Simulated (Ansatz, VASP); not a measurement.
## One calculation of Te, two programs

```
Te
1.0
     4.40609    0.00000    0.00000
    -2.20305    3.81579    0.00000
     0.00000    0.00000    5.77468
Te
3
Direct
  0.26840 0.00000 0.33333
  0.00000 0.26840 0.66667
  0.73160 0.73160 0.00000
```

Alike in both runs: task single point; functional PBE; k mesh 8 × 8 × 5; occupations fermi-dirac, width 0.05 eV; no spin polarisation.

|  | VASP | Ansatz |
| --- | --- | --- |
| version | VASP 6.6.1 | Ansatz 0.2.0 |
| potentials or method | VASP PAW PBE potentials, release 64 (Te), cutoff 520 eV | plane waves (420 eV) with PAW, scalar-relativistic |
| valence electrons in the cell | 18 | 48 |

```tsv
	VASP	Ansatz	Ansatz less VASP
pressure (GPa)	4.5	4.5	-0.03
traceless stress, the component that is largest in VASP (GPa)	1.39	1.36	-0.030
```

With one functional, cell and mesh, what is left measures potentials, basis and numerics. VASP's potentials hold 18 valence electrons a cell and Ansatz's 48, so a difference there can come from the potentials and not from the codes.

Spin-orbit coupling is off throughout.
